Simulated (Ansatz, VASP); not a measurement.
## Two plane-wave programs on Ag

Contents of INCAR:

```
ALGO = Fast ; EDIFF = 1E-7
ENCUT = 520 ; GGA = PS
ISIF = 2 ; ISMEAR = 0
LASPH = T ; LCHARG = F
LREAL = F ; LWAVE = F
NBANDS = 12 ; NELM = 80
PREC = Accurate ; SIGMA = 0.15
```

File KPOINTS:

```
k-points
0
Gamma
  20 20 20
```

POSCAR

```
Ag
1.0
   -1.6556540000      1.6556540000      1.7881063200
    1.6556540000     -1.6556540000      1.7881063200
    1.6556540000      1.6556540000     -1.7881063200
Ag
1
Direct
    0.0000000000      0.0000000000      0.0000000000
```

Input for Ansatz:

```yaml
crystal:
  lattice:
    - [-1.655654, 1.655654, 1.78810632]
    - [1.655654, -1.655654, 1.78810632]
    - [1.655654, 1.655654, -1.78810632]
  atoms:
    - { symbol: Ag, position: [0.0, 0.0, 0.0] }
basis:
  ecutwfc: 420
kpoints:
  mp_grid: { grid: [20, 20, 20] }
hamiltonian:
  xc: pbesol
scf:
  occupations: { method: gaussian, width: 0.15 }
output:
  forces: true
  stress: true
  eigenvalues: true
```

Change from the starting cell: strain +0.000 along x and y, +0.080 along z, atoms carried along.

Alike in both runs: task single point; functional PBEsol; k mesh 20 × 20 × 20; occupations gaussian, width 0.15 eV; no spin polarisation.

```csv
,VASP,Ansatz
version,VASP 6.6.1,Ansatz 0.2.0
potentials or method,"VASP PAW PBE potentials, release 64 (Ag), cutoff 520 eV","scalar-relativistic, plane waves, PAW"
valence electrons in the cell,11,19
```

```csv
,VASP,Ansatz,Ansatz less VASP
gap on the k mesh at the Fermi level (eV),none,none,-
pressure (GPa),-11.5,-11.5,+0.02
"traceless stress, the component that is largest in VASP (GPa)",0.62,0.63,+0.007
```

VASP's potentials were made for PBE, not for PBEsol. A gap of «none» marks a metal or a gap that the smearing closes. VASP's potentials hold 11 valence electrons a cell and Ansatz's 19, so a difference there can come from the potentials and not from the codes.
